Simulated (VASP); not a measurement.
**BiTe: single point with PBEsol**

The system is BiTe.

```xyz
2
Lattice="2.4050 1.3885 3.1899 -2.4050 1.3885 3.1899 0.0000 -2.7771 3.1899" Properties=species:S:1:pos:R:3 pbc="T T T"
Bi    0.0000    0.0000    4.7848
Te    0.0000    0.0000    0.0000
```

```yaml
Program: VASP 6.6.1
Task: single point
Functional: PBEsol
Potentials_or_basis: VASP PAW PBE potentials, release 64 (Bi_d, Te)
Cutoff: 520 eV
k_mesh: 7 × 7 × 7
Occupations: fermi-dirac, width 0.05 eV
Spin: no spin polarisation
```

```
Pressure               : 0.0 GPa
Band gap on the k mesh : zero (an odd number of electrons rules out a gap without spin polarisation)
```

Levels at points of the mesh, in eV from the Fermi level:
| k point | band 6 | band 7 | band 8 | band 9 | band 10 | band 11 | band 12 | band 13 | band 14 | band 15 |
| --- | --- | --- | --- | --- | --- | --- | --- | --- | --- | --- |
| (0.00, 0.00, 0.00) | -13.83 | -8.13 | -3.08 | -3.08 | -1.52 | 2.01 | 2.75 | 2.75 | 3.85 | 3.85 |

Run time: 47 s on 1 thread of Intel Xeon 8259CL, with other jobs on the host, peak memory 0.2 GiB.

Caveat: the PAW data sets were made with another functional, which shifts forces and pressure a little; spin-orbit coupling is left out, which moves the levels of the heavy elements.
